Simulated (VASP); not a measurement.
The system is B.

```
CELL_PARAMETERS angstrom
1.92005 0.00000 0.00000
0.00000 1.92005 0.00000
0.00000 0.00000 1.92005
ATOMIC_POSITIONS crystal
B 0.00000 0.00000 0.00000
```

```yaml
Program: VASP 6.6.1
Task: relaxation of cell and atoms
Functional: LDA
Potentials_or_basis: VASP PAW LDA potentials, release 64 (B)
Cutoff: 600 eV
k_mesh: 16 × 16 × 16
Occupations: fermi-dirac, width 0.1 eV
Spin: no spin polarisation
```

At the start: pressure -18.9 GPa; volume 7.08 Å³/atom.

How do energy, volume and symmetry change on relaxing?

Over 3 steps the energy falls by 37.8 meV/atom and the volume is 6.48 Å³/atom (-8.5 %); space group Pm-3m (No. 221, to 0.05 Å).

The path:
```csv
step,energy change (eV),largest force (eV/Å),pressure (GPa),volume (Å³)
1,0.0000,0.0000,-18.92,7.08
2,-0.0315,0.0000,9.38,6.26
3,-0.0378,0.0000,0.03,6.48
```

Final structure:
```yaml
crystal:
  lattice:
    - [1.86424, 0.00000, 0.00000]
    - [0.00000, 1.86424, 0.00000]
    - [0.00000, 0.00000, 1.86424]
  atoms:
    - { symbol: B, position: [0.00000, 0.00000, 0.00000] }
```
